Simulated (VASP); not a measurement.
Here is a VASP 6.6.1 calculation.

POSCAR

```
BiTe
1.0
    4.1949357470      0.0000000000      0.0000000000
   -2.0974678735      3.6329209241      0.0000000000
    0.0000000000      0.0000000000      8.7122958338
Bi Te
2 2
Direct
    0.3333333333      0.6666666667      0.2500000000
    0.6666666667      0.3333333333      0.7500000000
    0.0000000000      0.0000000000      0.0000000000
    0.0000000000      0.0000000000      0.5000000000
```

File INCAR.step1:

```
SYSTEM = BiTe
PREC     = Accurate       ! precision mode
ENCUT    = 520            ! plane-wave cutoff, eV
ISMEAR   = 0              ! smearing method
SIGMA    = 0.05           ! smearing width, eV
LREAL    = .FALSE.        ! projectors in reciprocal space
LASPH    = .TRUE.         ! aspherical terms in the spheres
NELM     = 100            ! most SCF steps
NBANDS   = 29             ! bands
GGA      = PE             ! functional
ALGO     = Normal         ! electronic algorithm
EDIFF    = 1E-4           ! SCF threshold, eV
LWAVE    = .TRUE.         ! write WAVECAR
LCHARG   = .FALSE.        ! write CHGCAR
```

File INCAR.step2:

```
SYSTEM = BiTe
PREC     = Accurate       ! precision mode
ENCUT    = 520            ! plane-wave cutoff, eV
EDIFF    = 1E-7           ! SCF threshold, eV
ISMEAR   = 0              ! smearing method
SIGMA    = 0.05           ! smearing width, eV
LREAL    = .FALSE.        ! projectors in reciprocal space
LASPH    = .TRUE.         ! aspherical terms in the spheres
NELM     = 100            ! most SCF steps
ALGO     = Normal         ! electronic algorithm
ISIF     = 2              ! what is computed and relaxed
LWAVE    = .FALSE.        ! write WAVECAR
LCHARG   = .FALSE.        ! write CHGCAR
METAGGA  = R2SCAN         ! meta-GGA
LMIXTAU  = .TRUE.       
NBANDS   = 29             ! bands
ISTART   = 1
```

File KPOINTS:

```
regular mesh
0
G
  8 8 6
  0 0 0
```

Potentials or basis: VASP PAW PBE potentials, release 64 (Bi_d, Te).

Launch:

```console
$ cat potpaw_PBE.64/Bi_d/POTCAR potpaw_PBE.64/Te/POTCAR > POTCAR
$ cp INCAR.step1 INCAR
$ mpirun -np 1 vasp_std > vasp.out
$ cp INCAR.step2 INCAR
$ mpirun -np 1 vasp_std > vasp.out
```

Task: What does it give for the pressure?

Result: -0.7 GPa.

Task: Estimate the band gap on the k mesh.

Result: Zero (band 21 reaches 8.10 eV, above the bottom of band 22 at 5.44 eV).

Stress tensor (GPa, compression positive):
```
-0.46  0.00  0.00
 0.00 -0.46  0.00
 0.00  0.00 -1.09
```

Caveat: the PAW data sets were made with another functional, which shifts forces and pressure a little; spin-orbit coupling is left out, which moves the levels of the heavy elements.
